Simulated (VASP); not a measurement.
# BeTe in VASP: notebook, part 2 of 2

VASP 6.6.1. Earlier steps stand in the parts before.

### Step 3. Single point, r2SCAN (in-plane strain -0.02, then relaxed in part)

Contents of POSCAR:

```
BeTe
1.0
    2.7718381727      2.7718381727      0.0000000000
   -2.7718381727      2.7718381727      0.0000000000
    0.0000000000      2.7718381727      2.8706924587
Be Te
1 1
Direct
    0.0000000000      0.0000000000      0.0000000000
    0.7500000000      0.2500000000      0.5000000000
```

Contents of INCAR.step1:

```
SYSTEM = BeTe
PREC = Accurate ; ENCUT = 520
ISMEAR = 0 ; SIGMA = 0.01
LREAL = .False. ; LASPH = .True.
NELM = 80 ; NBANDS = 11
GGA = PE ; ALGO = Normal
EDIFF = 1E-4 ; LWAVE = .True.
LCHARG = .False.
```

Contents of INCAR.step2:

```
SYSTEM = BeTe
PREC = Accurate ; ENCUT = 520
EDIFF = 1E-6 ; ISMEAR = 0
SIGMA = 0.01 ; LREAL = .False.
LASPH = .True. ; NELM = 80
ALGO = Normal ; ISIF = 2
LWAVE = .False. ; LCHARG = .False.
METAGGA = R2SCAN ; LMIXTAU = .True.
NBANDS = 11 ; ISTART = 1
```

Contents of KPOINTS:

```
Automatic mesh
0
Gamma
  8 8 8
  0 0 0
```

Potentials or basis: VASP PAW PBE potentials, release 64 (Be, Te).

Started as:

```sh
cat potpaw_PBE.64/Be/POTCAR potpaw_PBE.64/Te/POTCAR > POTCAR
cp INCAR.step1 INCAR
mpirun -np 1 vasp_std > vasp.out
cp INCAR.step2 INCAR
mpirun -np 1 vasp_std > vasp.out
```

OUTCAR:

```text
SYSTEM = BeTe
   PREC = Accurate
   ENCUT = 520
   EDIFF = 1E-6
   ISMEAR = 0
   LREAL = .False.
   LASPH = .True.
   NELM = 80
   ISIF = 2
   METAGGA = R2SCAN
   ISTART = 1

 ion  position               nearest neighbor table
   1  0.000  0.000  0.000-   2 2.43   2 2.43   2 2.43   2 2.43
   2  0.750  0.250  0.500-   1 2.43   1 2.43   1 2.43   1 2.43

  LATTYP: Found a body centered tetragonal cell.
 ALAT       =     3.9199711365
 C/A-ratio  =     1.4646497939

  Lattice vectors:

 A1 = (   2.7718381727,   0.0000000000,  -2.8706924587)
 A2 = (  -2.7718381727,   0.0000000000,  -2.8706924587)
 A3 = (   0.0000000000,   2.7718381727,   2.8706924587)

Analysis of symmetry for initial positions (statically):
=====================================================================
 Subroutine PRICEL returns:
 Original cell was already a primitive cell.

 Routine SETGRP: Setting up the symmetry group for a
 body centered tetragonal supercell.

 Subroutine GETGRP returns: Found  8 space group operations
 (whereof  8 operations were pure point group operations)
 out of a pool of 16 trial point group operations.

The static configuration has the point symmetry D_2d.

Analysis of symmetry for dynamics (positions and initial velocities):
=====================================================================
 Subroutine PRICEL returns:
 Original cell was already a primitive cell.

 Routine SETGRP: Setting up the symmetry group for a
 body centered tetragonal supercell.

 Subroutine GETGRP returns: Found  8 space group operations
 (whereof  8 operations were pure point group operations)
 out of a pool of 16 trial point group operations.

The dynamic configuration has the point symmetry D_2d.

 Subroutine INISYM returns: Found  8 space group operations
 (whereof  8 operations are pure point group operations),
 and found     1 'primitive' translations

----------------------------------------------------------------------------------------

                                     Primitive cell

  volume of cell :      44.1116

  direct lattice vectors                    reciprocal lattice vectors
     2.771838173  2.771838173  0.000000000     0.180385711  0.180385711 -0.174174004
    -2.771838173  2.771838173  0.000000000    -0.180385711  0.180385711 -0.174174004
     0.000000000  2.771838173  2.870692459     0.000000000  0.000000000  0.348348008

  length of vectors
     3.919971137  3.919971137  3.990483937     0.308892527  0.308892527  0.348348008

  position of ions in fractional coordinates (direct lattice)
     0.000000000  0.000000000  0.000000000
     0.750000000  0.250000000  0.500000000

  ion indices of the primitive-cell ions
   primitive index   ion index
                 1           1
                 2           2

----------------------------------------------------------------------------------------

 KPOINTS: Automatic mesh

Automatic generation of k-mesh.
 Grid dimensions read from file:
 generate k-points for:    8    8    8

 Generating k-lattice:

  Cartesian coordinates                     Fractional coordinates (reciprocal lattice)
     0.022548214  0.022548214 -0.021771751     0.125000000  0.000000000  0.000000000
    -0.022548214  0.022548214 -0.021771751     0.000000000  0.125000000  0.000000000
     0.000000000  0.000000000  0.043543501     0.000000000  0.000000000  0.125000000

  Length of vectors
     0.038611566  0.038611566  0.043543501

  Shift w.r.t. Gamma in fractional coordinates (k-lattice)
     0.000000000  0.000000000  0.000000000

 Subroutine IBZKPT returns following result:
 ===========================================

 Found     59 irreducible k-points:

 Following reciprocal coordinates:
            Coordinates               Weight
  0.000000  0.000000  0.000000      1.000000
  0.125000  0.000000  0.000000      8.000000
  0.250000  0.000000  0.000000      8.000000
  0.375000  0.000000 -0.000000      8.000000
  0.500000  0.000000  0.000000      4.000000
  0.125000  0.125000  0.000000      8.000000
[... 16 lines left out ...]
  0.250000  0.000000  0.125000      4.000000
  0.375000  0.000000  0.125000      8.000000
 [... further k-points ...]
   k-points           NKPTS =     59   k-points in BZ     NKDIM =     59   number of bands    NBANDS=     11
   number of dos      NEDOS =    301   number of ions     NIONS =      2
   total plane-waves  NPLWV =  27000
   dimension x,y,z NGX =    30 NGY =   30 NGZ =   30
   dimension x,y,z NGXF=    60 NGYF=   60 NGZF=   60
   ions per type =               1   1
   NGX,Y,Z   is equivalent  to a cutoff of  12.72, 12.72, 12.50 a.u.
   NGXF,Y,Z  is equivalent  to a cutoff of  25.45, 25.45, 25.00 a.u.
 SYSTEM =  BeTe
   PREC   = accura    normal or accurate (medium, high low for compatibility)
   ISTART =      1    job   : 0-new  1-cont  2-samecut
   ICHARG =      0    charge: 1-file 2-atom 10-const
   ISPIN  =      1    spin polarized calculation?
   LNONCOLLINEAR =      F non collinear calculations
   LSORBIT =      F    spin-orbit coupling
   LASPH  =      T    aspherical Exc in radial PAW
   ENCUT  =  520.0 eV  38.22 Ry    6.18 a.u.   7.29  7.29  7.42*2*pi/ulx,y,z
   NELM   =     80;   NELMIN=  2; NELMDL=  0     # of ELM steps
   EDIFF  = 0.1E-05   stopping-criterion for ELM
   LREAL  =      F    real-space projection
   EDIFFG = 0.1E-04   stopping-criterion for IOM
   NSW    =      0    number of steps for IOM
   IBRION =     -1    ionic relax: 0-MD 1-quasi-New 2-CG
   NFREE  =      0    steps in history (QN), initial steepest desc. (CG)
   ISIF   =      2    stress and relaxation
   ISYM   =      2    0-nonsym 1-usesym 2-fastsym
   POTIM  = 0.5000    time-step for ionic-motion
   TEBEG  =    0.0;   TEEND  =   0.0 temperature during run
   PSTRESS=    0.0 pullay stress
   NELECT =       8.0000    total number of electrons
   NUPDOWN=      -1.0000    fix difference up-down
   EMIN   =  10.00;   EMAX   =-10.00  energy-range for DOS
   EFERMI =   0.00;   METHOD = LEGACY
   ISMEAR =     0;   SIGMA  =   0.01  broadening in eV -4-tet -1-fermi 0-gaus
   EFERMI_NEDOS =   21; number of points for ismear=-14 and -15
   IALGO  =     38    algorithm
   IMIX   =      4    mixing-type and parameters
     AMIX     =   0.40;   BMIX     =  1.00
     AMIX_MAG =   1.60;   BMIX_MAG =  1.00
  volume/ion in A,a.u.               =      22.06       148.84
  Fermi-wavevector in a.u.,A,eV,Ry     =   0.926661  1.751135 11.683321  0.858700
  Thomas-Fermi vector in A             =   2.052647
   LORBIT       =      0    0 simple, 1 ext, 2 COOP (PROOUT), +10 PAW based schemes
   METAGGA = R2SCAN    functional components
   LHFCALC =     F    Hartree Fock is set to
   AEXX    =    0.0000 exact exchange contribution
   IVDW    =     0    specifies the selected vdW correction
   LEPSILON=     F    determine dielectric tensor
   LRPA    =     F    only Hartree local field effects (RPA)
 non-spin polarized calculation
 Gauss-broadening in eV      SIGMA  =   0.01
  energy-cutoff  :      520.00
  volume of cell :       44.11
 maximum number of plane-waves:      1205
 NGX is ok and might be reduce to    30
   NGX = 15   NGY = 15   NGZ = 15

 number of electron       8.0000000 magnetization

 Free energy of the ion-electron system (eV)
  ---------------------------------------------------
  ext. energy  EPLUGINS =         0.00000000
  ---------------------------------------------------
  free energy    TOTEN  =       -30.67030135 eV

  energy without entropy =      -30.67030135  energy(sigma->0) =      -30.67030135

 E-fermi :   5.2561     XC(G=0):  -9.5316

 val. band max:        5.1502184364   @ k =   0.0000   0.0000   0.0000
 cond. band min:       7.3020267762   @ k =   0.5000   0.5000   0.0000
 fundamental gap:      2.1518083397
 Fermi energy:         5.2560794449

 k-point     1 :       0.0000    0.0000    0.0000
  band No.  band energies     occupation
      1      -7.7939      2.00000
      2       4.9370      2.00000
      3       5.1502      2.00000
      4       5.1502      2.00000
      5       9.0682      0.00000
      6       9.0683      0.00000
      7       9.1371      0.00000
      8       9.6803      0.00000
      9      14.1490      0.00000
     10      15.4559      0.00000
     11      16.2137      0.00000
[... 309 lines left out ...]
 k-point    24 :       0.3750    0.0000    0.1250
  band No.  band energies     occupation
      1      -6.8648      2.00000
      2       0.9792      2.00000
      3       2.9912      2.00000
      4       4.4865      2.00000
      5       9.5568      0.00000
      6      10.1674      0.00000
      7      10.3885      0.00000
      8      12.4903      0.00000
      9      14.0234      0.00000
     10      15.5969      0.00000
     11      17.1240      0.00000

 [... further k-points ...]
[... 5 lines left out ...]
  --------------------------------------------------------------------------------------
  -------------------------------------------------------------------------------------
  Total        0.7135836      0.7135836      0.0551021      0.0000000      0.0000000      0.0000000
  in kB       25.9180907     25.9180907      2.0013640      0.0000000      0.0000000      0.0000000
  external PRESSURE =      17.9458485 kB  Pullay stress =       0.0000000 kB

 VOLUME and BASIS-vectors are now :
 -----------------------------------------------------------------------------
  energy-cutoff  :      520.00
  volume of cell :       44.11
      direct lattice vectors                 reciprocal lattice vectors
     2.771838173  2.771838173  0.000000000     0.180385711  0.180385711 -0.174174004
    -2.771838173  2.771838173  0.000000000    -0.180385711  0.180385711 -0.174174004
     0.000000000  2.771838173  2.870692459     0.000000000  0.000000000  0.348348008

 POSITION                                       TOTAL-FORCE (eV/Angst)
 -----------------------------------------------------------------------------------
      0.00000      0.00000      0.00000         0.000000     -0.000000      0.000000
      1.38592      4.15776      1.43535        -0.000000      0.000000      0.000000
 -----------------------------------------------------------------------------------
    total drift:                               -0.000000      0.000000      0.000000

  FREE ENERGIE OF THE ION-ELECTRON SYSTEM (eV)
  ---------------------------------------------------
  free  energy   TOTEN  =       -30.6703013465 eV

  energy  without entropy=      -30.6703013465  energy(sigma->0) =      -30.67030135
```

Run time: 73 s. Hardware: 1 thread of Intel Xeon 6975P-C, shared host; peak memory 0.18 GiB.

Results:

| Item | Value |
| --- | --- |
| Free energy | -30.6703 eV |
| Pressure | 1.8 GPa |
| Band gap on the k mesh | 2.15 eV, indirect (least direct gap 3.92 eV) |

Stress tensor (GPa, compression positive):
```
2.59 0.00 0.00
0.00 2.59 0.00
0.00 0.00 0.20
```

Levels at points of the mesh, in eV from the valence-band top:
| k point | band 1 | band 2 | band 3 | band 4 | band 5 | band 6 | band 7 | band 8 |
| --- | --- | --- | --- | --- | --- | --- | --- | --- |
| (0.00, 0.00, 0.00) | -12.94 | -0.21 | 0.00 | 0.00 | 3.92 | 3.92 | 3.99 | 4.53 |
| (0.50, 0.00, 0.00) | -11.47 | -5.92 | -1.43 | -1.10 | 3.46 | 4.88 | 5.06 | 8.42 |
| (0.50, 0.50, 0.00) | -10.87 | -5.42 | -2.98 | -2.91 | 2.15 | 2.81 | 10.42 | 10.64 |
| (0.00, 0.00, 0.50) | -11.02 | -5.61 | -2.69 | -2.69 | 2.41 | 3.11 | 10.55 | 10.55 |

Caveat: the cell differs from its parent crystal (in-plane strain -0.02, then relaxed in part); the PAW data sets were made with another functional, which shifts forces and pressure a little; spin-orbit coupling is left out, which moves the levels of the heavy elements.

### Step 4. Single point, r2SCAN (in-plane strain -0.02)

POSCAR, as its differences from that of step 3:

```diff
@@ -4,3 +4,3 @@
    -2.7718381727      2.7718381727      0.0000000000
-    0.0000000000      2.7718381727      2.8706924587
+    0.0000000000      2.7718381727      2.8623471742
 Be Te
```

Contents of INCAR.step1:

```
SYSTEM = BeTe
PREC = Accurate
ENCUT = 520
ISMEAR = 0
SIGMA = 0.01
LREAL = .False.
LASPH = .True.
NELM = 100
NBANDS = 11
GGA = PE
ALGO = Normal
EDIFF = 1E-4
LWAVE = .True.
LCHARG = .False.
```

Contents of INCAR.step2:

```
SYSTEM = BeTe
PREC = Accurate
ENCUT = 520
EDIFF = 1E-6
ISMEAR = 0
SIGMA = 0.01
LREAL = .False.
LASPH = .True.
NELM = 100
ALGO = Normal
ISIF = 2
LWAVE = .False.
LCHARG = .False.
METAGGA = R2SCAN
LMIXTAU = .True.
NBANDS = 11
ISTART = 1
```

KPOINTS is that of step 3.

Started as:

```sh
cat potpaw_PBE.64/Be/POTCAR potpaw_PBE.64/Te/POTCAR > POTCAR
cp INCAR.step1 INCAR
mpirun -np 1 vasp_std > vasp.out
cp INCAR.step2 INCAR
mpirun -np 1 vasp_std > vasp.out
```

Wall time 79 s (1 thread of Intel Xeon 6975P-C, shared host); peak memory 0.18 GiB.

The run converged. Its results:

| Property | Result |
| --- | --- |
| Free energy | -30.6700 eV |
| Pressure | 2.0 GPa |
| Band gap on the k mesh | 2.16 eV, indirect (least direct gap 3.92 eV) |

Stress tensor (GPa, compression positive):
```
2.72 0.00 0.00
0.00 2.72 0.00
0.00 0.00 0.53
```

Levels at points of the mesh, in eV from the valence-band top:
```
           k point  band 2  band 3  band 4  band 5  band 6  band 7
(0.00, 0.00, 0.00)   -0.20    0.00    0.00    3.92    3.92    3.98
(0.50, 0.00, 0.00)   -5.93   -1.41   -1.11    3.48    4.88    5.05
(0.50, 0.50, 0.00)   -5.43   -2.98   -2.91    2.16    2.81   10.47
(0.00, 0.00, 0.50)   -5.61   -2.71   -2.71    2.40    3.09   10.58
```

Caveat: the cell differs from its parent crystal (in-plane strain -0.02); the PAW data sets were made with another functional, which shifts forces and pressure a little; spin-orbit coupling is left out, which moves the levels of the heavy elements.

### Step 5. Single point, r2SCAN (in-plane strain -0.01, then relaxed in part)

Contents of POSCAR:

```
BeTe
1.0
    2.8001222357      2.8001222357      0.0000000000
   -2.8001222357      2.8001222357      0.0000000000
    0.0000000000      2.8001222357      2.8499104051
Be Te
1 1
Direct
    0.0000000000      0.0000000000      0.0000000000
    0.7500000000      0.2500000000      0.5000000000
```

Contents of INCAR.step1:

```
SYSTEM = BeTe
PREC = Accurate ; ENCUT = 520
ISMEAR = 0 ; SIGMA = 0.01
LREAL = .FALSE. ; LASPH = .TRUE.
NELM = 80 ; NBANDS = 11
GGA = PE ; ALGO = Normal
EDIFF = 1E-4 ; LWAVE = .TRUE.
LCHARG = .FALSE.
```

Contents of INCAR.step2:

```
SYSTEM = BeTe
PREC = Accurate ; ENCUT = 520
EDIFF = 1E-7 ; ISMEAR = 0
SIGMA = 0.01 ; LREAL = .FALSE.
LASPH = .TRUE. ; NELM = 80
ALGO = Normal ; ISIF = 2
LWAVE = .FALSE. ; LCHARG = .FALSE.
METAGGA = R2SCAN ; LMIXTAU = .TRUE.
NBANDS = 11 ; ISTART = 1
```

Contents of KPOINTS:

```
regular mesh
0
G
  8 8 8
  0 0 0
```

Started as:

```sh
cat potpaw_PBE.64/Be/POTCAR potpaw_PBE.64/Te/POTCAR > POTCAR
cp INCAR.step1 INCAR
mpirun -np 1 vasp_std > vasp.out
cp INCAR.step2 INCAR
mpirun -np 1 vasp_std > vasp.out
```

Run time: 2.1 min. Hardware: 1 thread of Intel Xeon 6975P-C, shared host; peak memory 0.19 GiB.

Results (log left out):

* Free energy: -30.6810 eV
* Pressure: 1.0 GPa
* Band gap on the k mesh: 2.26 eV, indirect (least direct gap 3.97 eV)

Stress tensor (GPa, compression positive):
```
1.34 0.00 0.00
0.00 1.34 0.00
0.00 0.00 0.19
```

Levels at points of the mesh, in eV from the valence-band top:
```
           k point  band 2  band 3  band 4  band 5  band 6  band 7
(0.00, 0.00, 0.00)   -0.10    0.00    0.00    3.97    3.97    4.01
(0.50, 0.00, 0.00)   -5.79   -1.28   -1.12    3.50    4.94    5.04
(0.50, 0.50, 0.00)   -5.34   -2.84   -2.80    2.26    2.91   10.47
(0.00, 0.00, 0.50)   -5.44   -2.69   -2.69    2.39    3.06   10.52
```

Caveat: the cell differs from its parent crystal (in-plane strain -0.01, then relaxed in part); the PAW data sets were made with another functional, which shifts forces and pressure a little; spin-orbit coupling is left out, which moves the levels of the heavy elements. A k mesh can miss the band edges.

### Step 6. Single point, r2SCAN (in-plane strain -0.01)

POSCAR, as its differences from that of step 5:

```diff
@@ -4,3 +4,3 @@
    -2.8001222357      2.8001222357      0.0000000000
-    0.0000000000      2.8001222357      2.8499104051
+    0.0000000000      2.8001222357      2.8453767364
 Be Te
```

Contents of INCAR.step1:

```
PREC = Accurate ; ENCUT = 520
ISMEAR = 0 ; SIGMA = 0.01
LREAL = False ; LASPH = True
NELM = 80 ; NBANDS = 11
GGA = PE ; ALGO = Normal
EDIFF = 1E-4 ; LWAVE = True
LCHARG = False
```

Contents of INCAR.step2:

```
PREC = Accurate ; ENCUT = 520
EDIFF = 1E-6 ; ISMEAR = 0
SIGMA = 0.01 ; LREAL = False
LASPH = True ; NELM = 80
ALGO = Normal ; ISIF = 2
LWAVE = False ; LCHARG = False
METAGGA = R2SCAN ; LMIXTAU = True
NBANDS = 11 ; ISTART = 1
```

Contents of KPOINTS:

```
Automatic mesh
0
Gamma
  8 8 8
```

Potentials or basis: VASP PAW PBE potentials, release 64 (Be, Te).

Started as:

```sh
cat potpaw_PBE.64/Be/POTCAR potpaw_PBE.64/Te/POTCAR > POTCAR
cp INCAR.step1 INCAR
mpirun -np 1 vasp_std > vasp.out
cp INCAR.step2 INCAR
mpirun -np 1 vasp_std > vasp.out
```

It took 92 s on 1 thread of Intel Xeon 6975P-C, shared host; peak memory 0.19 GiB.

It converged, with:

```yaml
Free_energy: -30.6809 eV
Pressure: 1.1 GPa
Band_gap_on_the_k_mesh: 2.26 eV, indirect (least direct gap 3.98 eV)
```

Stress tensor (GPa, compression positive):
```
1.40 0.00 0.00
0.00 1.40 0.00
0.00 0.00 0.35
```

Levels at points of the mesh, in eV from the valence-band top:
| k point | band 1 | band 2 | band 3 | band 4 | band 5 | band 6 | band 7 | band 8 |
| --- | --- | --- | --- | --- | --- | --- | --- | --- |
| (0.00, 0.00, 0.00) | -12.83 | -0.09 | 0.00 | 0.00 | 3.98 | 3.98 | 4.01 | 4.49 |
| (0.50, 0.00, 0.00) | -11.38 | -5.80 | -1.28 | -1.13 | 3.51 | 4.94 | 5.04 | 8.45 |
| (0.50, 0.50, 0.00) | -10.82 | -5.35 | -2.83 | -2.80 | 2.26 | 2.91 | 10.49 | 10.59 |
| (0.00, 0.00, 0.50) | -10.89 | -5.44 | -2.70 | -2.70 | 2.38 | 3.05 | 10.53 | 10.53 |

Caveat: the cell differs from its parent crystal (in-plane strain -0.01); the PAW data sets were made with another functional, which shifts forces and pressure a little; spin-orbit coupling is left out, which moves the levels of the heavy elements. A k mesh can miss the band edges.

### Step 7. Summary

| cell | gap on the mesh (eV) | pressure (GPa) |
| --- | --- | --- |
| a = 4.000 Å, angles 60.0, 60.0, 90.0°, 2 atoms | 2.37 | 0.2 |
| a = 3.920, b = 3.920, c = 3.990 Å, angles 60.6, 60.6, 90.0°, 2 atoms | 2.15 | 1.8 |
| a = 3.920, b = 3.920, c = 3.984 Å, angles 60.5, 60.5, 90.0°, 2 atoms | 2.16 | 2.0 |
| a = 3.960, b = 3.960, c = 3.995 Å, angles 60.3, 60.3, 90.0°, 2 atoms | 2.26 | 1.0 |
| a = 3.960, b = 3.960, c = 3.992 Å, angles 60.3, 60.3, 90.0°, 2 atoms | 2.26 | 1.1 |

Alike in all rows: task single point; level r2SCAN; potentials or basis VASP PAW PBE potentials, release 64 (Be, Te); no spin polarisation; k mesh 8 × 8 × 8; cutoff (eV) 520; smearing gaussian 0.01 eV.

Caveats: the PAW data sets were made with another functional, which shifts forces and pressure a little; spin-orbit coupling is left out, which moves the levels of the heavy elements.

Absolute energies hang on the potentials; compare differences alone.
